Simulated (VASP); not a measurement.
**AlIn2: relaxation of cell and atoms with PBE**

Crystal: AlIn2.

```
Al In
1.0
     4.52412    0.00000    0.00000
    -2.26206    3.91800    0.00000
     0.00000    0.00000    4.47581
Al In
1 2
Direct
  0.00000 0.00000 0.50000
  0.33333 0.66667 0.50000
  0.66667 0.33333 0.50000
```

```
Program                : VASP 6.6.1
Task                   : relaxation of cell and atoms
Functional             : PBE
Potentials or basis    : VASP PAW PBE potentials, release 64 (Al, In_d)
Cutoff                 : 600 eV
k mesh                 : 6 × 6 × 4
Occupations            : gaussian, width 0.1 eV
Spin                   : no spin polarisation
Dipole correction      : no
Further INCAR settings : ALGO = Normal; EDIFF = 1e-07; IBRION = 2; EDIFFG = -0.04; NSW = 90; ISIF = 3
```

```
Relaxed volume                         : 24.48 Å³/atom
Relaxed cell                           : a = 5.385 Å, b = 5.385 Å, c = 2.924 Å, α = 90.00°, β = 90.00°, γ = 120.00°
Space group after relaxing (to 0.05 Å) : P6/mmm (No. 191)
Energy gained by relaxing              : 978.7 meV/atom
Ionic steps                            : 15
Pressure after relaxing                : 0.0 GPa
```

The path:
| step | energy change (eV) | largest force (eV/Å) | pressure (GPa) | volume (Å³) |
| --- | --- | --- | --- | --- |
| 1 | 0.0000 | 0.0000 | 19.87 | 79.34 |
| 2 | -1.6108 | 0.0000 | -3.28 | 121.05 |
| 3 | -1.7594 | 0.0000 | -0.44 | 103.78 |
| 4 | -1.7716 | 0.0000 | -1.31 | 107.59 |
| 5 | -1.7717 | 0.0000 | -1.20 | 106.99 |
| 6 | -1.8618 | 0.0000 | -1.48 | 103.56 |
| 7 | -2.2024 | 0.0000 | -1.91 | 93.14 |
| 8 | -2.9283 | 0.0000 | 1.16 | 71.76 |
| 9 | -2.7938 | 0.0000 | -0.88 | 77.91 |
| 10 | -2.9308 | 0.0000 | 0.29 | 73.21 |
| 11 | -2.9343 | 0.0000 | 0.57 | 72.51 |
| 12 | -2.9271 | 0.0000 | -0.43 | 74.35 |
| 13 | -2.9357 | 0.0000 | 0.26 | 73.00 |
| 14 | -2.9353 | 0.0000 | -0.29 | 74.06 |
| 15 | -2.9362 | 0.0000 | 0.00 | 73.43 |

Final structure:
```
Al In
1.0
     5.38514    0.00000    0.00000
    -2.69257    4.66367    0.00000
     0.00000    0.00000    2.92379
Al In
1 2
Cartesian
  0.0000 0.0000 1.4619
  0.0000 3.1091 1.4619
  2.6926 1.5546 1.4619
```

Levels at points of the mesh, in eV from the Fermi level:
| k point | band 10 | band 11 | band 12 | band 13 | band 14 | band 15 | band 16 | band 17 | band 18 |
| --- | --- | --- | --- | --- | --- | --- | --- | --- | --- |
| (0.00, 0.00, 0.00) | -14.24 | -9.49 | -3.16 | -3.01 | -1.58 | -1.58 | -1.29 | -1.29 | 7.72 |
| (0.50, 0.00, 0.00) | -14.23 | -7.83 | -7.46 | -4.26 | -3.44 | 2.72 | 2.85 | 3.67 | 4.17 |
| (0.00, 0.00, 0.50) | -14.00 | -5.47 | -3.79 | 0.98 | 1.54 | 1.58 | 1.67 | 1.67 | 1.71 |
| (0.50, 0.00, 0.50) | -14.07 | -3.81 | -3.75 | -2.11 | -1.90 | -0.43 | 0.08 | 0.13 | 3.75 |

Wall time 6 min on 1 thread of Intel(R) Xeon(R) Platinum 8259CL CPU @ 2.50GHz (Skylake/Cascade Lake), on a shared host, peak memory 0.23 GiB.

Caveat: spin-orbit coupling is left out, which moves the levels of the heavy elements.
